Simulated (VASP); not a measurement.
# SnO2 (kk07) (P4_2/mnm) in VASP: notebook

SnO2 (kk07) is run at these levels: LDA; tasks: single point.

Program: VASP 6.6.1. These are calculated values, not measurements. Logs are shortened: lines on timing, memory, paths and dates and some standing lists are left out, and cuts for length are marked.

## Step 1: The cell of the first run

It takes space group P4_2/mnm (No. 136, tetragonal). Conventional cell: a = 4.737 Å, b = 4.737 Å, c = 3.186 Å, α = 90.00°, β = 90.00°, γ = 90.00°. Within 2.7 Å of Sn (site symmetry mmm) lie 6 O at 2.05 to 2.06 Å. O (site symmetry m2m) has 3 Sn at 2.05 to 2.06 Å and 1 O at 2.60 Å within 2.7 Å.

## Step 2: Single point, LDA

Input file INCAR:

```
SYSTEM = SnO2
PREC = Accurate
ENCUT = 520
EDIFF = 1E-6
ISMEAR = 0
SIGMA = 0.1
LREAL = .False.
LASPH = .True.
NELM = 80
ALGO = Normal
ISIF = 2
LWAVE = .False.
LCHARG = .False.
GGA = CA
NBANDS = 35
```

Input file KPOINTS:

```
Automatic mesh
0
Gamma
  4 4 6
  0 0 0
```

Input file POSCAR:

```
SnO2
1.0
    4.7373500000      0.0000000000      0.0000000000
    0.0000000000      4.7373500000      0.0000000000
    0.0000000000      0.0000000000      3.1864000000
Sn O
2 4
Direct
    0.0000000000      0.0000000000      0.0000000000
    0.5000000000      0.5000000000      0.5000000000
    0.3056200000      0.3056200000      0.0000000000
    0.1943800000      0.8056200000      0.5000000000
    0.6943800000      0.6943800000      0.0000000000
    0.8056200000      0.1943800000      0.5000000000
```

Potentials or basis: VASP PAW LDA potentials, release 64 (Sn_d, O).

Command:

```
> cat potpaw_LDA.64/Sn_d/POTCAR potpaw_LDA.64/O/POTCAR > POTCAR
> mpirun -np 1 vasp_std > vasp.out
```

OUTCAR:

```text
SYSTEM = SnO2
   PREC = Accurate
   ENCUT = 520
   EDIFF = 1E-6
   ISMEAR = 0
   LREAL = .False.
   LASPH = .True.
   NELM = 80
   ISIF = 2
   GGA = CA

 ion  position               nearest neighbor table
   1  0.000  0.000  0.000-   3 2.05   5 2.05   4 2.06   6 2.06   4 2.06   6 2.06   2 3.71   2 3.71
                             2 3.71   2 3.71   2 3.71   2 3.71   2 3.71   2 3.71
   2  0.500  0.500  0.500-   4 2.05   6 2.05   5 2.06   3 2.06   3 2.06   5 2.06   1 3.71   1 3.71
                             1 3.71   1 3.71   1 3.71   1 3.71   1 3.71   1 3.71
   3  0.306  0.306  0.000-   1 2.05   2 2.06   2 2.06
   4  0.194  0.806  0.500-   2 2.05   1 2.06   1 2.06
   5  0.694  0.694  0.000-   1 2.05   2 2.06   2 2.06
   6  0.806  0.194  0.500-   2 2.05   1 2.06   1 2.06

  LATTYP: Found a simple tetragonal cell.
 ALAT       =     4.7373500000
 C/A-ratio  =     0.6726123255

  Lattice vectors:

 A1 = (   4.7373500000,   0.0000000000,   0.0000000000)
 A2 = (   0.0000000000,   4.7373500000,   0.0000000000)
 A3 = (   0.0000000000,   0.0000000000,   3.1864000000)

Analysis of symmetry for initial positions (statically):
=====================================================================
 Subroutine PRICEL returns:
 Original cell was already a primitive cell.

 Routine SETGRP: Setting up the symmetry group for a
 simple tetragonal supercell.

 Subroutine GETGRP returns: Found 16 space group operations
 (whereof  8 operations were pure point group operations)
 out of a pool of 16 trial point group operations.

The static configuration has the point symmetry D_2h.
 The point group associated with its full space group is D_4h.

Analysis of symmetry for dynamics (positions and initial velocities):
=====================================================================
 Subroutine PRICEL returns:
 Original cell was already a primitive cell.

 Routine SETGRP: Setting up the symmetry group for a
 simple tetragonal supercell.

 Subroutine GETGRP returns: Found 16 space group operations
 (whereof  8 operations were pure point group operations)
 out of a pool of 16 trial point group operations.

The dynamic configuration has the point symmetry D_2h.
 The point group associated with its full space group is D_4h.

 Subroutine INISYM returns: Found 16 space group operations
 (whereof  8 operations are pure point group operations),
 and found     1 'primitive' translations

----------------------------------------------------------------------------------------

                                     Primitive cell

  volume of cell :      71.5107

  direct lattice vectors                    reciprocal lattice vectors
     4.737350000  0.000000000  0.000000000     0.211088478  0.000000000  0.000000000
     0.000000000  4.737350000  0.000000000     0.000000000  0.211088478  0.000000000
     0.000000000  0.000000000  3.186400000     0.000000000  0.000000000  0.313833794

  length of vectors
     4.737350000  4.737350000  3.186400000     0.211088478  0.211088478  0.313833794

  position of ions in fractional coordinates (direct lattice)
     0.000000000  0.000000000  0.000000000
     0.500000000  0.500000000  0.500000000
     0.305620000  0.305620000  0.000000000
     0.194380000  0.805620000  0.500000000
     0.694380000  0.694380000  0.000000000
     0.805620000  0.194380000  0.500000000

  ion indices of the primitive-cell ions
   primitive index   ion index
                 1           1
                 2           2
                 3           3
                 4           4
                 5           5
                 6           6

----------------------------------------------------------------------------------------

 KPOINTS: Automatic mesh

Automatic generation of k-mesh.
 Grid dimensions read from file:
 generate k-points for:    4    4    6

 Generating k-lattice:

  Cartesian coordinates                     Fractional coordinates (reciprocal lattice)
     0.052772119  0.000000000  0.000000000     0.250000000  0.000000000  0.000000000
     0.000000000  0.052772119  0.000000000     0.000000000  0.250000000  0.000000000
     0.000000000  0.000000000  0.052305632     0.000000000  0.000000000  0.166666667

  Length of vectors
     0.052772119  0.052772119  0.052305632

  Shift w.r.t. Gamma in fractional coordinates (k-lattice)
     0.000000000  0.000000000  0.000000000

 Subroutine IBZKPT returns following result:
 ===========================================

 Found     24 irreducible k-points:

 Following reciprocal coordinates:
            Coordinates               Weight
  0.000000  0.000000  0.000000      1.000000
  0.250000  0.000000  0.000000      4.000000
  0.500000  0.000000  0.000000      2.000000
  0.250000  0.250000  0.000000      4.000000
  0.500000  0.250000  0.000000      4.000000
  0.500000  0.500000  0.000000      1.000000
[... 16 lines left out ...]
  0.500000  0.250000  0.500000      4.000000
  0.500000  0.500000  0.500000      1.000000
   k-points           NKPTS =     24   k-points in BZ     NKDIM =     24   number of bands    NBANDS=     35
   number of dos      NEDOS =    301   number of ions     NIONS =      6
   total plane-waves  NPLWV =  31104
   dimension x,y,z NGX =    36 NGY =   36 NGZ =   24
   dimension x,y,z NGXF=    72 NGYF=   72 NGZF=   48
   ions per type =               2   4
   NGX,Y,Z   is equivalent  to a cutoff of  12.63, 12.63, 12.52 a.u.
   NGXF,Y,Z  is equivalent  to a cutoff of  25.27, 25.27, 25.04 a.u.
 SYSTEM =  SnO2
   PREC   = accura    normal or accurate (medium, high low for compatibility)
   ISTART =      0    job   : 0-new  1-cont  2-samecut
   ICHARG =      2    charge: 1-file 2-atom 10-const
   ISPIN  =      1    spin polarized calculation?
   LNONCOLLINEAR =      F non collinear calculations
   LSORBIT =      F    spin-orbit coupling
   LASPH  =      T    aspherical Exc in radial PAW
   ENCUT  =  520.0 eV  38.22 Ry    6.18 a.u.   8.81  8.81  5.92*2*pi/ulx,y,z
   NELM   =     80;   NELMIN=  2; NELMDL= -5     # of ELM steps
   EDIFF  = 0.1E-05   stopping-criterion for ELM
   LREAL  =      F    real-space projection
   EDIFFG = 0.1E-04   stopping-criterion for IOM
   NSW    =      0    number of steps for IOM
   IBRION =     -1    ionic relax: 0-MD 1-quasi-New 2-CG
   NFREE  =      0    steps in history (QN), initial steepest desc. (CG)
   ISIF   =      2    stress and relaxation
   ISYM   =      2    0-nonsym 1-usesym 2-fastsym
   POTIM  = 0.5000    time-step for ionic-motion
   TEBEG  =    0.0;   TEEND  =   0.0 temperature during run
   PSTRESS=    0.0 pullay stress
   NELECT =      52.0000    total number of electrons
   NUPDOWN=      -1.0000    fix difference up-down
   EMIN   =  10.00;   EMAX   =-10.00  energy-range for DOS
   EFERMI =   0.00;   METHOD = LEGACY
   ISMEAR =     0;   SIGMA  =   0.10  broadening in eV -4-tet -1-fermi 0-gaus
   EFERMI_NEDOS =   21; number of points for ismear=-14 and -15
   IALGO  =     38    algorithm
   IMIX   =      4    mixing-type and parameters
     AMIX     =   0.40;   BMIX     =  1.00
     AMIX_MAG =   1.60;   BMIX_MAG =  1.00
  volume/ion in A,a.u.               =      11.92        80.43
  Fermi-wavevector in a.u.,A,eV,Ry     =   1.472150  2.781961 29.486913  2.167227
  Thomas-Fermi vector in A             =   2.587200
   LORBIT       =      0    0 simple, 1 ext, 2 COOP (PROOUT), +10 PAW based schemes
   GGA     = CA    functional components
   LHFCALC =     F    Hartree Fock is set to
   AEXX    =    0.0000 exact exchange contribution
   IVDW    =     0    specifies the selected vdW correction
   LEPSILON=     F    determine dielectric tensor
   LRPA    =     F    only Hartree local field effects (RPA)
 non-spin polarized calculation
 Gauss-broadening in eV      SIGMA  =   0.10
  energy-cutoff  :      520.00
  volume of cell :       71.51
 maximum number of plane-waves:      1992
 NGX is ok and might be reduce to    36
   NGX = 17   NGY = 17   NGZ = 11

 number of electron      51.9999989 magnetization

 Free energy of the ion-electron system (eV)
  ---------------------------------------------------
  ext. energy  EPLUGINS =         0.00000000
  ---------------------------------------------------
  free energy    TOTEN  =       -42.27933441 eV

  energy without entropy =      -42.27933441  energy(sigma->0) =      -42.27933441

 E-fermi :   6.3967     XC(G=0): -11.8032

 val. band max:        5.8753162848   @ k =   0.0000   0.0000   0.0000
 cond. band min:       7.0152439837   @ k =   0.0000   0.0000   0.0000
 fundamental gap:      1.1399276989
 Fermi energy:         6.3967139927

 k-point     1 :       0.0000    0.0000    0.0000
  band No.  band energies     occupation
      1     -15.1411      2.00000
      2     -14.3738      2.00000
      3     -14.1044      2.00000
      4     -14.0832      2.00000
      5     -14.0832      2.00000
      6     -14.0033      2.00000
[... 27 lines left out ...]
     34      17.7719      0.00000
     35      18.2177      0.00000

 k-point     2 :       0.2500    0.0000    0.0000
  band No.  band energies     occupation
      1     -15.0470      2.00000
      2     -14.4885      2.00000
      3     -14.1030      2.00000
      4     -14.0793      2.00000
      5     -14.0791      2.00000
      6     -14.0628      2.00000
[... 27 lines left out ...]
     34      17.7666      0.00000
     35      18.1496      0.00000

 k-point     3 :       0.5000    0.0000    0.0000
  band No.  band energies     occupation
      1     -14.7895      2.00000
      2     -14.7895      2.00000
      3     -14.0968      2.00000
      4     -14.0968      2.00000
      5     -14.0749      2.00000
      6     -14.0749      2.00000
[... 27 lines left out ...]
     34      18.0249      0.00000
     35      18.1742      0.00000
[... 723 lines left out ...]
 k-point    23 :       0.5000    0.2500    0.5000
  band No.  band energies     occupation
      1     -14.9877      2.00000
      2     -14.9877      2.00000
      3     -14.2474      2.00000
      4     -14.2474      2.00000
      5     -13.9470      2.00000
      6     -13.9470      2.00000
[... 27 lines left out ...]
     34      17.1435      0.00000
     35      18.4249      0.00000

 k-point    24 :       0.5000    0.5000    0.5000
  band No.  band energies     occupation
      1     -14.8816      2.00000
      2     -14.8816      2.00000
      3     -14.4208      2.00000
      4     -14.4208      2.00000
      5     -13.9428      2.00000
      6     -13.9428      2.00000
[... 27 lines left out ...]
     34      16.7771      0.00000
     35      18.7381      0.00000

------------------------ aborting loop because EDIFF is reached ----------------------------------------

  FORCE on cell =-STRESS in cart. coord.  units (eV):
  Direction    XX          YY          ZZ          XY          YZ          ZX
  --------------------------------------------------------------------------------------
  -------------------------------------------------------------------------------------
  Total       -0.1343265     -0.1343265      0.3173137      0.0000000      0.0000000      0.0000000
  in kB       -3.0095468     -3.0095468      7.1093208      0.0000000      0.0000000      0.0000000
  external PRESSURE =       0.3634090 kB  Pullay stress =       0.0000000 kB

 VOLUME and BASIS-vectors are now :
 -----------------------------------------------------------------------------
  energy-cutoff  :      520.00
  volume of cell :       71.51
      direct lattice vectors                 reciprocal lattice vectors
     4.737350000  0.000000000  0.000000000     0.211088478  0.000000000  0.000000000
     0.000000000  4.737350000  0.000000000     0.000000000  0.211088478  0.000000000
     0.000000000  0.000000000  3.186400000     0.000000000  0.000000000  0.313833794

 POSITION                                       TOTAL-FORCE (eV/Angst)
 -----------------------------------------------------------------------------------
      0.00000      0.00000      0.00000         0.000000     -0.000000      0.000000
      2.36868      2.36868      1.59320         0.000000     -0.000000      0.000000
      1.44783      1.44783      0.00000         0.034259      0.034259      0.000000
      0.92085      3.81650      1.59320        -0.034259      0.034259      0.000000
      3.28952      3.28952      0.00000        -0.034259     -0.034259     -0.000000
      3.81650      0.92085      1.59320         0.034259     -0.034259     -0.000000
 -----------------------------------------------------------------------------------
    total drift:                                0.000000      0.000000      0.000000

  FREE ENERGIE OF THE ION-ELECTRON SYSTEM (eV)
  ---------------------------------------------------
  free  energy   TOTEN  =       -42.2793344124 eV

  energy  without entropy=      -42.2793344124  energy(sigma->0) =      -42.27933441
```

Wall time 37 s (1 thread of Intel Xeon 6975P-C, shared host); peak memory 0.18 GiB.

Results:

```
Free energy            : -42.2793 eV
Pressure               : 0.0 GPa
Largest force          : 0.048 eV/Å
Band gap on the k mesh : 1.14 eV, direct
```

Forces on the atoms (eV/Å):
```
Sn   0.000  0.000  0.000
Sn   0.000  0.000  0.000
O    0.034  0.034  0.000
O   -0.034  0.034  0.000
O   -0.034 -0.034  0.000
O    0.034 -0.034  0.000
```

Levels at points of the mesh, in eV from the valence-band top:
```
           k point  band 24  band 25  band 26  band 27  band 28  band 29
(0.00, 0.00, 0.00)    -0.81    -0.81     0.00     1.14     5.97     6.07
(0.50, 0.00, 0.00)    -1.23    -0.65    -0.65     4.30     4.30     6.84
(0.50, 0.50, 0.00)    -1.36    -0.92    -0.92     4.71     4.71     7.31
(0.00, 0.00, 0.50)    -1.72    -1.28    -1.28     6.01     6.01     9.48
(0.50, 0.00, 0.50)    -1.14    -0.74    -0.74     6.28     6.28     7.83
(0.50, 0.50, 0.50)    -0.99    -0.85    -0.85     4.64     4.64     8.63
```

Caveat: spin-orbit coupling is left out, which moves the levels of the heavy elements.

## Step 3: Single point, LDA

This run uses another cell than the first one, of 11.84 Å³/atom, 0.993 times its volume.

Input file INCAR:

```
PREC = Accurate
ENCUT = 520
EDIFF = 1E-6
ISMEAR = 0
SIGMA = 0.02
LREAL = F
LASPH = T
NELM = 60
ALGO = Normal
ISIF = 2
LWAVE = F
LCHARG = F
GGA = CA
NBANDS = 35
```

Input file KPOINTS:

```
Automatic mesh
0
Gamma
  8 8 12
```

Input file POSCAR:

```
SnO2
1.0
    4.7201640563      0.0000000000      0.0000000000
    0.0000000000      4.7201640563      0.0000000000
    0.0000000000      0.0000000000      3.1887214146
Sn O
2 4
Direct
    0.0000000000      0.0000000000      0.0000000000
    0.5000000000      0.5000000000      0.5000000000
    0.3060741494      0.3060741494      0.0000000000
    0.1939258506      0.8060741494      0.5000000000
    0.6939258506      0.6939258506      0.0000000000
    0.8060741494      0.1939258506      0.5000000000
```

Potentials or basis: VASP PAW LDA potentials, release 64 (Sn_d, O).

Command:

```
> cat potpaw_LDA.64/Sn_d/POTCAR potpaw_LDA.64/O/POTCAR > POTCAR
> mpirun -np 1 vasp_std > vasp.out
```

OUTCAR:

```text
PREC = Accurate
   ENCUT = 520
   EDIFF = 1E-6
   ISMEAR = 0
   LREAL = F
   LASPH = T
   NELM = 60
   ISIF = 2
   GGA = CA

 ion  position               nearest neighbor table
   1  0.000  0.000  0.000-   3 2.04   5 2.04   4 2.05   6 2.05   4 2.05   6 2.05   2 3.70   2 3.70
                             2 3.70   2 3.70   2 3.70   2 3.70   2 3.70   2 3.70
   2  0.500  0.500  0.500-   4 2.04   6 2.04   5 2.05   3 2.05   3 2.05   5 2.05   1 3.70   1 3.70
                             1 3.70   1 3.70   1 3.70   1 3.70   1 3.70   1 3.70
   3  0.306  0.306  0.000-   1 2.04   2 2.05   2 2.05
   4  0.194  0.806  0.500-   2 2.04   1 2.05   1 2.05
   5  0.694  0.694  0.000-   1 2.04   2 2.05   2 2.05
   6  0.806  0.194  0.500-   2 2.04   1 2.05   1 2.05

[... 1122 lines left out ...]
  Total        0.5407521      0.5407521      0.7927351     -0.0000000      0.0000000      0.0000000
  in kB       12.1948942     12.1948942     17.8775449     -0.0000000      0.0000000      0.0000000
  external PRESSURE =      14.0891111 kB  Pullay stress =       0.0000000 kB

 VOLUME and BASIS-vectors are now :
 -----------------------------------------------------------------------------
  energy-cutoff  :      520.00
  volume of cell :       71.04
      direct lattice vectors                 reciprocal lattice vectors
     4.720164056  0.000000000  0.000000000     0.211857043  0.000000000  0.000000000
     0.000000000  4.720164056  0.000000000     0.000000000  0.211857043  0.000000000
     0.000000000  0.000000000  3.188721415     0.000000000  0.000000000  0.313605320

 POSITION                                       TOTAL-FORCE (eV/Angst)
 -----------------------------------------------------------------------------------
      0.00000      0.00000      0.00000        -0.000000     -0.000000     -0.000000
      2.36008      2.36008      1.59436        -0.000000     -0.000000     -0.000000
      1.44472      1.44472      0.00000        -0.019268     -0.019268      0.000000
      0.91536      3.80480      1.59436         0.019268     -0.019268      0.000000
      3.27544      3.27544      0.00000         0.019268      0.019268     -0.000000
      3.80480      0.91536      1.59436        -0.019268      0.019268     -0.000000
 -----------------------------------------------------------------------------------
    total drift:                                0.000000      0.000000      0.000000

  FREE ENERGIE OF THE ION-ELECTRON SYSTEM (eV)
  ---------------------------------------------------
  free  energy   TOTEN  =       -42.2789653543 eV

  energy  without entropy=      -42.2789653543  energy(sigma->0) =      -42.27896535
```

Wall time 2.6 min (1 thread of Intel Xeon 6975P-C, shared host); peak memory 0.3 GiB.

What came out:

```yaml
Free_energy: -42.2790 eV
Pressure: 1.4 GPa
Largest_force: 0.027 eV/Å
Band_gap_on_the_k_mesh: 1.21 eV, direct
```

Forces on the atoms (eV/Å):
```
Sn   0.000  0.000  0.000
Sn   0.000  0.000  0.000
O   -0.019 -0.019  0.000
O    0.019 -0.019  0.000
O    0.019  0.019  0.000
O   -0.019  0.019  0.000
```

Stress tensor (GPa, compression positive):
```
1.22 0.00 0.00
0.00 1.22 0.00
0.00 0.00 1.79
```

Caveat: spin-orbit coupling is left out, which moves the levels of the heavy elements. Expect the measured gap to be larger: semilocal functionals such as LDA lack the derivative discontinuity.
